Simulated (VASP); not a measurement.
The system is Si5Se.

```
CELL_PARAMETERS angstrom
0.00000 3.74197 3.74197
3.74197 0.00000 3.74197
3.74197 3.74197 0.00000
ATOMIC_POSITIONS crystal
Si 0.37500 0.37500 0.87500
Si 0.37500 0.87500 0.37500
Si 0.87500 0.37500 0.37500
Si 0.37500 0.37500 0.37500
Si 0.75000 0.75000 0.75000
Se 0.00000 0.00000 0.00000
```

The cell was built from a structure type or drawn by symmetry, and may not be a known phase.

* Program: VASP 6.6.1
* Task: relaxation of cell and atoms
* Functional: PBE
* Potentials or basis: VASP PAW PBE potentials, release 64 (Si, Se)
* Cutoff: 600 eV
* k mesh: 10 × 10 × 10
* Occupations: gaussian, width 0.1 eV
* Spin: no spin polarisation

At the start: pressure -4.2 GPa; volume 17.47 Å³/atom.

Task: How do energy, volume and symmetry change on relaxing?

Result: Over 3 steps the energy falls by 14.7 meV/atom and the volume is 16.41 Å³/atom (-6.0 %); space group F-43m (No. 216, to 0.1 Å) before and after.

The path:
| step | energy change (eV) | largest force (eV/Å) | pressure (GPa) | volume (Å³) |
| --- | --- | --- | --- | --- |
| 1 | 0.0000 | 0.0119 | -4.23 | 104.79 |
| 2 | -0.0872 | 0.0039 | 0.43 | 97.95 |
| 3 | -0.0879 | 0.0045 | 0.01 | 98.48 |

Final structure:
```cif
data_structure
_symmetry_space_group_name_H-M 'P 1'
_symmetry_Int_Tables_number 1
_cell_length_a 5.1834
_cell_length_b 5.1834
_cell_length_c 5.1834
_cell_angle_alpha 60.000
_cell_angle_beta 60.000
_cell_angle_gamma 60.000
_cell_volume 98.48
loop_
_atom_site_label
_atom_site_type_symbol
_atom_site_fract_x
_atom_site_fract_y
_atom_site_fract_z
_atom_site_occupancy
Si1 Si 0.37504 0.37504 0.87488 1
Si2 Si 0.37504 0.87488 0.37504 1
Si3 Si 0.87488 0.37504 0.37504 1
Si4 Si 0.37504 0.37504 0.37504 1
Si5 Si 0.75000 0.75000 0.75000 1
Se1 Se 0.00000 0.00000 0.00000 1
```
